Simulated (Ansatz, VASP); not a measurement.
**In: VASP beside Ansatz**

Contents of INCAR:

```
SYSTEM = In
ALGO = Normal
EDIFF = 1E-7
ENCUT = 520
ISIF = 2
ISMEAR = -1
LASPH = .TRUE.
LCHARG = .FALSE.
LREAL = .FALSE.
LWAVE = .FALSE.
NBANDS = 20
NELM = 80
PREC = Accurate
SIGMA = 0.05
```

Contents of KPOINTS:

```
k-points
0
G
  9 9 5
  0 0 0
```

File POSCAR:

```
In
1.0
    3.4009030527      0.0000000000      0.0000000000
   -1.7004515264      2.9452684395      0.0000000000
    0.0000000000      0.0000000000      5.6171927618
In
2
Direct
    0.6666666667      0.3333333333      0.7500000000
    0.3333333333      0.6666666667      0.2500000000
```

File input.yaml:

```yaml
crystal:
  lattice:
    - [3.4009030527, 0.0, 0.0]
    - [-1.7004515264, 2.9452684395, 0.0]
    - [0.0, 0.0, 5.6171927618]
  atoms:
    - { symbol: In, position: [0.6666666667, 0.3333333333, 0.75] }
    - { symbol: In, position: [0.3333333333, 0.6666666667, 0.25] }
kpoints:
  mp_grid: { grid: [9, 9, 5] }
scf:
  occupations: { method: fermi_dirac, width: 0.05 }
hamiltonian:
  xc: lda
  pseudopotentials: { kind: all_electron, lapw: { basis_error: 0.001 } }
output:
  forces: true
  stress: true
  eigenvalues: true
```

Change from the starting cell: volume scaled by 1.06.

Alike in both runs: task single point; functional LDA; k mesh 9 × 9 × 5; occupations fermi-dirac, width 0.05 eV; no spin polarisation.

|  | VASP | Ansatz |
| --- | --- | --- |
| version | VASP 6.6.1 | Ansatz 0.2.0 |
| potentials or method | VASP PAW LDA potentials, release 64 (In_d), cutoff 520 eV | all-electron LAPW, scalar-relativistic |

VASP gave:

```
gap on the k mesh at the Fermi level (eV)                     : none
pressure (GPa)                                                : -4.4
traceless stress, the component that is largest in VASP (GPa) : 0.51
```

Task: Which values does Ansatz return?

Result: gap on the k mesh at the Fermi level (eV): none; pressure (GPa): -4.3; traceless stress, the component that is largest in VASP (GPa): 0.54.

LDA's correlation is that of Perdew and Zunger in VASP and of Perdew and Wang (1992) in Ansatz. A gap of «none» marks a metal or a gap that the smearing closes. Ansatz ran all-electron here, and VASP with PAW potentials.
